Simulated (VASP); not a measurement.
HfO2:

```
Hf O
1.0
     0.00000    2.54881    2.54881
     2.54881    0.00000    2.54881
     2.54881    2.54881    0.00000
Hf O
1 2
Direct
  0.00000 0.00000 0.00000
  0.25000 0.25000 0.25000
  0.75000 0.75000 0.75000
```

Base run:

```yaml
Program: VASP 6.6.1
Functional: PBEsol
Potentials_or_basis: VASP PAW PBE potentials, release 64 (Hf_pv, O)
Cutoff: 520 eV
k_mesh: 8 × 8 × 8
Occupations: gaussian, width 0.02 eV
Spin: no spin polarisation
```

Its results: band gap on the k mesh 3.63 eV, direct; pressure -11.3 GPa.

Q: The run is repeated on the same cell with these changes: functional from PBEsol to PBE. What comes out?

A: Band gap on the k mesh 3.76 eV, direct; pressure -3.6 GPa.

PBE binds less tightly than PBEsol, so the same cell stands under more pressure.

Caveats: spin-orbit coupling is left out, which moves the levels of the heavy elements; the PAW data sets were made with another functional, which shifts forces and pressure a little (some runs).

A k mesh can miss the band edges.
